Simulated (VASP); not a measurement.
# In3GaP4 (P1) in VASP: notebook, part 2 of 2

VASP 6.6.1.

## (3) Relaxation of volume and atoms at fixed shape, PBEsol

Contents of INCAR:

```
SYSTEM = In3GaP4
  PREC = Accurate
  ENCUT = 600
  EDIFF = 1E-7
  ISMEAR = -1
  SIGMA = 0.05
  LREAL = Auto
  LASPH = .True.
  NELM = 60
  ALGO = Normal
  ISIF = 8
  LWAVE = .False.
  LCHARG = .False.
  GGA = PS
  IBRION = 2
  NSW = 100
  EDIFFG = -0.03
  ISYM = 0
  LUSENCCL = .False.
```

Contents of KPOINTS:

```
Automatic mesh
0
Gamma
  1 1 1
  0.25 0.25 0.25
```

Contents of POSCAR:

```
In3GaP4
1.0
   11.5362590000      0.0000000000      0.0000000000
    0.0000000000     11.5362590000      0.0000000000
    0.0000000000      0.0000000000     11.5362590000
In P Ga
24 32 8
Direct
    0.0018030000      0.9987730000      0.0003900000
    0.0007060000      0.9986780000      0.4989120000
    0.9985680000      0.4978730000      0.0020430000
    0.9979500000      0.4991600000      0.5005450000
    0.4999150000      0.0018920000      0.0007440000
    0.4982180000      0.9997490000      0.4979940000
    0.4994110000      0.4971630000      0.0026520000
    0.5007470000      0.4968980000      0.5014790000
    0.2487670000      0.2497930000      0.0006960000
    0.2533080000      0.9999620000      0.2517850000
    0.2501550000      0.0014030000      0.7498830000
    0.2491790000      0.4969160000      0.2493740000
    0.2489180000      0.5025380000      0.7499680000
    0.7517290000      0.0013020000      0.2482350000
    0.7494890000      0.0001400000      0.7498980000
    0.7481720000      0.5008170000      0.2494030000
    0.7480730000      0.5001270000      0.7483320000
    0.9996600000      0.2473580000      0.7494250000
    0.9988290000      0.7515310000      0.2496670000
    0.9991030000      0.7502140000      0.7493760000
    0.4992760000      0.2518300000      0.2490160000
    0.4984830000      0.2513320000      0.7527260000
    0.5014500000      0.7499270000      0.2502510000
    0.4962510000      0.7525850000      0.7525620000
    0.1248950000      0.1253810000      0.1256720000
    0.1248980000      0.1245760000      0.6248220000
    0.1266120000      0.6254880000      0.1280070000
    0.1263120000      0.6236980000      0.6222230000
    0.6224590000      0.1275010000      0.1252890000
    0.6288380000      0.1260660000      0.6250160000
    0.6241490000      0.6250570000      0.1238650000
    0.6257210000      0.6263800000      0.6250300000
    0.3765560000      0.3772400000      0.1229830000
    0.3789170000      0.3745570000      0.6248100000
    0.3751640000      0.8757620000      0.1241840000
    0.3784860000      0.8765640000      0.6254370000
    0.8785070000      0.3742360000      0.1278000000
    0.8751250000      0.3750850000      0.6263930000
    0.8768120000      0.8756590000      0.1248160000
    0.8693840000      0.8743050000      0.6271350000
    0.3749530000      0.1253480000      0.3744260000
    0.3748810000      0.1252820000      0.8755000000
    0.3750090000      0.6264350000      0.3732940000
    0.3777000000      0.6258270000      0.8756990000
    0.8738500000      0.1214490000      0.3773040000
    0.8786340000      0.1272030000      0.8759170000
    0.8737610000      0.6247750000      0.3740790000
    0.8759700000      0.6241350000      0.8769160000
    0.1291030000      0.3784290000      0.3759300000
    0.1237550000      0.3750680000      0.8762590000
    0.1241950000      0.8755830000      0.3746930000
    0.1263430000      0.8756260000      0.8771050000
    0.6268270000      0.3748790000      0.3763900000
    0.6243750000      0.3752260000      0.8771460000
    0.6260570000      0.8764180000      0.3750470000
    0.6266720000      0.8756150000      0.8796310000
    0.2494080000      0.2478730000      0.4997250000
    0.2476760000      0.7514520000      0.0002070000
    0.2530470000      0.7507970000      0.5018800000
    0.7493040000      0.2473510000      0.0011050000
    0.7485490000      0.2485400000      0.5044790000
    0.7519470000      0.7505060000      0.0021130000
    0.7525040000      0.7480870000      0.5004510000
    0.0003350000      0.2526200000      0.2555390000
```

Potentials or basis: VASP PAW PBE potentials, release 64 (In_d, P, Ga_d).

Started as:

```
$ cat potpaw_PBE.64/In_d/POTCAR potpaw_PBE.64/P/POTCAR potpaw_PBE.64/Ga_d/POTCAR > POTCAR
$ mpirun -np 1 vasp_std > vasp.out
```

OUTCAR:

```text
SYSTEM = In3GaP4
   PREC = Accurate
   ENCUT = 600
   EDIFF = 1E-7
   ISMEAR = -1
   LREAL = Auto
   LASPH = .True.
   NELM = 60
   ISIF = 8
   GGA = PS
   IBRION = 2
   NSW = 100
   EDIFFG = -0.03
   ISYM = 0

 ion  position               nearest neighbor table
   1  0.002  0.999  0.000-  52 2.47  39 2.48  25 2.50  46 2.51
   2  0.001  0.999  0.499-  51 2.47  45 2.47  26 2.50  40 2.56
   3  0.999  0.498  0.002-  37 2.46  50 2.49  48 2.49  27 2.54
   4  0.998  0.499  0.501-  38 2.48  28 2.50  47 2.51  49 2.51
   5  0.500  0.002  0.001-  29 2.48  42 2.49  56 2.49  35 2.49
   6  0.498  1.000  0.498-  36 2.47  41 2.48  55 2.49  30 2.56  10 4.01
   7  0.499  0.497  0.003-  33 2.42  54 2.48  31 2.49  44 2.51  21 4.01
   8  0.501  0.497  0.501-  34 2.45  53 2.49  32 2.52  43 2.55
[... 802 lines left out ...]
  ext. energy  EPLUGINS =         0.00000000
  ---------------------------------------------------
  free energy    TOTEN  =      -298.21563074 eV

  energy without entropy =     -298.21563020  energy(sigma->0) =     -298.21563047

 E-fermi :   5.5901     XC(G=0):  -9.5930

 val. band max:        4.7773950209   @ k =  -0.2500  -0.2500   0.2500
 cond. band min:       6.3618967534   @ k =  -0.2500   0.2500   0.2500
 fundamental gap:      1.5845017326
 Fermi energy:         5.5900984690

 k-point     1 :       0.2500    0.2500    0.2500
  band No.  band energies     occupation
      1      -9.6560      2.00000
      2      -9.6554      2.00000
      3      -9.6538      2.00000
      4      -9.6531      2.00000
      5      -9.6497      2.00000
      6      -9.6474      2.00000
[... 1201 lines left out ...]
    299       7.2739      0.00000
    300       7.2979      0.00000
 [bands above 300 left out]

------------------------ aborting loop because EDIFF is reached ----------------------------------------

  FORCE on cell =-STRESS in cart. coord.  units (eV):
  Direction    XX          YY          ZZ          XY          YZ          ZX
  --------------------------------------------------------------------------------------
  -------------------------------------------------------------------------------------
  Total       -0.2439152      0.1168148     -0.2130994     -0.0388919      0.0324628     -0.0228682
  in kB       -0.2545981      0.1219310     -0.2224326     -0.0405952      0.0338846     -0.0238698
  external PRESSURE =      -0.1183666 kB  Pullay stress =       0.0000000 kB
[... 79 lines left out ...]
  FREE ENERGIE OF THE ION-ELECTRON SYSTEM (eV)
  ---------------------------------------------------
  free  energy   TOTEN  =      -298.2156307408 eV

  energy  without entropy=     -298.2156302001  energy(sigma->0) =     -298.21563047

 reached required accuracy - stopping structural energy minimisation
```

Run time: 50 min. Hardware: 1 × NVIDIA H100 80GB with 1 thread of AMD EPYC 7R13 (Zen 3), shared host; peak memory 3.2 GiB.

Results:

```
Free energy                           : -298.2156 eV
Relaxed volume                        : 23.98 Å³/atom
Relaxed cell                          : a = 11.535 Å, b = 11.535 Å, c = 11.535 Å, α = 90.00°, β = 90.00°, γ = 90.00°
Space group after relaxing (to 0.1 Å) : Cm (No. 8)
Energy gained by relaxing             : 39.6 meV/atom
Ionic steps                           : 12
Pressure after relaxing               : 0.0 GPa
Largest force after relaxing          : 0.029 eV/Å
Band gap on the k mesh                : 1.58 eV
```

Forces on the atoms (eV/Å):
```
In  -0.016 -0.005 -0.001
In   0.010  0.018 -0.003
In  -0.001  0.009 -0.003
In   0.004  0.004 -0.003
In   0.004 -0.007 -0.002
In  -0.004 -0.007  0.007
In   0.011 -0.004  0.005
In  -0.020 -0.003  0.021
In   0.014  0.003  0.009
In   0.000  0.004  0.004
In   0.014 -0.003  0.010
In  -0.002 -0.009 -0.002
In   0.003 -0.008  0.000
In  -0.011 -0.015  0.011
In   0.004 -0.006 -0.020
In   0.017  0.007  0.010
In  -0.005 -0.004  0.013
In  -0.005  0.007 -0.005
In  -0.001 -0.005 -0.001
In  -0.002  0.006  0.003
In   0.003 -0.007  0.001
In  -0.005  0.002 -0.007
In  -0.004  0.005 -0.004
In  -0.006 -0.027 -0.007
P    0.012 -0.003 -0.019
P   -0.001  0.009  0.015
P    0.005  0.000  0.002
P   -0.005 -0.005  0.005
P   -0.009 -0.009  0.001
P    0.013  0.000 -0.009
P   -0.007 -0.007  0.010
P    0.024 -0.010 -0.012
P    0.003  0.001  0.009
P    0.008 -0.008 -0.007
P    0.004  0.015  0.002
P   -0.015  0.002  0.004
P    0.000  0.017 -0.011
P    0.015 -0.002 -0.001
P   -0.006 -0.007  0.004
P    0.002  0.004 -0.006
P    0.003 -0.004  0.001
P    0.000  0.009  0.006
P   -0.001  0.001  0.004
P   -0.002 -0.005 -0.001
P    0.002 -0.001 -0.006
P    0.003  0.000 -0.011
P    0.004  0.020  0.011
P    0.004  0.000  0.000
P    0.004  0.006 -0.020
P    0.011 -0.003 -0.001
P   -0.018 -0.002  0.001
P    0.000  0.009  0.011
P   -0.010  0.003 -0.007
P   -0.014 -0.004 -0.003
P   -0.008 -0.008  0.014
P    0.007  0.014 -0.003
Ga  -0.007  0.000 -0.003
Ga   0.008  0.014 -0.002
Ga  -0.009 -0.012  0.010
Ga  -0.009  0.004  0.008
Ga  -0.002  0.010 -0.009
Ga  -0.011 -0.010 -0.001
Ga   0.005  0.015  0.004
Ga  -0.006 -0.007 -0.025
```

Step by step:
| step | energy change (eV) | largest force (eV/Å) | pressure (GPa) | volume (Å³) |
| --- | --- | --- | --- | --- |
| 1 | 0.0000 | 1.8633 | 0.78 | 1535.31 |
| 2 | -1.7678 | 0.7582 | -0.88 | 1561.52 |
| 3 | -2.0254 | 0.5437 | -1.64 | 1576.14 |
| 4 | -2.3916 | 0.4026 | 0.64 | 1521.88 |
| 5 | -2.4080 | 0.4308 | 0.23 | 1530.84 |
| 6 | -2.4855 | 0.1530 | 0.06 | 1533.94 |
| 7 | -2.4960 | 0.1684 | -0.03 | 1535.55 |
| 8 | -2.5170 | 0.1044 | -0.02 | 1535.22 |
| 9 | -2.5254 | 0.0689 | 0.00 | 1534.85 |
| 10 | -2.5299 | 0.0389 | 0.00 | 1534.72 |
| 11 | -2.5306 | 0.0459 | 0.01 | 1534.65 |
| 12 | -2.5327 | 0.0290 | -0.01 | 1534.95 |

Final structure:
```
In P Ga
1.0
    11.53537    0.00000    0.00000
     0.00000   11.53537    0.00000
     0.00000    0.00000   11.53537
In P Ga
24 32 8
Direct
  0.99899 0.00001 0.00264
  0.99965 0.00078 0.49828
  0.99760 0.49966 0.00364
  0.99984 0.49827 0.49827
  0.50238 0.99834 0.00109
  0.50081 0.00044 0.50000
  0.50257 0.50231 0.99994
  0.50038 0.50019 0.50047
  0.24684 0.24980 0.00299
  0.24843 0.99997 0.25268
  0.24982 0.99792 0.74764
  0.24781 0.50076 0.25294
  0.25026 0.50267 0.74791
  0.75268 0.00255 0.25004
  0.75033 0.00033 0.75097
  0.75199 0.49805 0.25029
  0.74996 0.50035 0.75030
  0.99794 0.24975 0.74798
  0.00021 0.75019 0.25072
  0.00011 0.74985 0.75034
  0.50222 0.25091 0.25302
  0.50261 0.25062 0.74874
  0.50057 0.75034 0.25039
  0.50043 0.75109 0.75106
  0.11577 0.13034 0.13564
  0.13004 0.13011 0.61926
  0.13035 0.63065 0.12009
  0.12993 0.63090 0.61745
  0.63075 0.13125 0.12045
  0.63293 0.13071 0.61821
  0.63294 0.63073 0.12054
  0.63015 0.63120 0.62030
  0.37644 0.37705 0.12694
  0.36849 0.36931 0.61884
  0.36861 0.87054 0.12046
  0.37065 0.86873 0.61852
  0.87725 0.36256 0.12857
  0.86849 0.37013 0.61895
  0.86920 0.86885 0.12035
  0.86960 0.87027 0.61938
  0.36977 0.13084 0.38087
  0.37540 0.12391 0.87491
  0.36950 0.63068 0.38143
  0.36972 0.63099 0.88086
  0.87555 0.13642 0.37576
  0.87029 0.13052 0.88146
  0.86940 0.63046 0.38073
  0.86933 0.63021 0.88185
  0.12361 0.36346 0.37445
  0.12306 0.37701 0.87364
  0.13085 0.86834 0.38202
  0.13039 0.87055 0.88161
  0.63224 0.36998 0.38250
  0.63279 0.36917 0.88262
  0.63219 0.87106 0.38001
  0.63215 0.86860 0.88148
  0.24781 0.24973 0.49833
  0.24984 0.75013 0.00062
  0.25077 0.74995 0.50022
  0.75346 0.24975 0.00348
  0.75264 0.24998 0.49875
  0.75112 0.74987 0.00080
  0.74999 0.75008 0.50020
  0.99791 0.24988 0.25475
```

Levels at points of the mesh, in eV from the valence-band top:
```csv
k point,band 284,band 285,band 286,band 287,band 288,band 289,band 290,band 291,band 292,band 293
"(0.25, 0.25, 0.25)",-0.44,-0.41,-0.38,-0.01,-0.01,1.61,1.80,2.11,2.11,2.16
```

Caveat: the PAW data sets were made with another functional, which shifts forces and pressure a little; spin-orbit coupling is left out, which moves the levels of the heavy elements; a shifted mesh leaves out Γ, where band edges can lie. A k mesh can miss the band edges.
